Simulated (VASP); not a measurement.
# MgMo (L11 type): electric field gradients with PBEsol

MgMo (L11 type):

```
Mg Mo
1.0
     1.38720   -0.80090    5.02252
     0.00000    1.60180    5.02252
    -1.38720   -0.80090    5.02252
Mg Mo
1 1
Direct
  0.00000 0.00000 0.00000
  0.50000 0.50000 0.50000
```

This cell differs from its parent crystal: z stretched by +3 % at fixed volume.

```yaml
Program: VASP 6.6.1
Task: electric field gradients
Functional: PBEsol
Potentials_or_basis: VASP PAW PBE potentials, release 64 (Mg, Mo_sv)
Cutoff: 520 eV
k_mesh: 13 × 13 × 13
Occupations: fermi-dirac, width 0.03 eV
Spin: no spin polarisation
Dipole_correction: no
Further_INCAR_settings: ALGO = Normal; EDIFF = 1e-08; NBANDS = 15
```

- Pressure: 1.2 GPa
- Band gap on the k mesh: zero (band 8 reaches 8.70 eV, above the bottom of band 9 at 7.06 eV)

Stress tensor (GPa, compression positive):
```
 4.96  0.00  0.00
 0.00  4.96  0.00
 0.00  0.00 -6.19
```

Levels at points of the mesh, in eV from the Fermi level:
```
           k point  band 4  band 5  band 6  band 7  band 8  band 9  band 10  band 11  band 12  band 13
(0.00, 0.00, 0.00)  -34.05   -7.52   -3.94   -1.26   -0.27   -0.27     2.33     2.33     3.15    14.03
```

Electric field gradients, principal values (V/Å²):
```
atom    least   middle  greatest (by size)
1 Mg    4.215    4.215              -8.430
2 Mo  -60.814  -60.814             121.627
```

It took 6.3 min on 1 thread of Intel(R) Xeon(R) Platinum 8259CL CPU @ 2.50GHz (Skylake/Cascade Lake), on a shared host, peak memory 0.32 GiB.

Caveat: without QUAD_EFG the Cq values of the log hold for a quadrupole moment of 1 mb, not for the nuclei; the PAW data sets were made with another functional, which shifts forces and pressure a little.
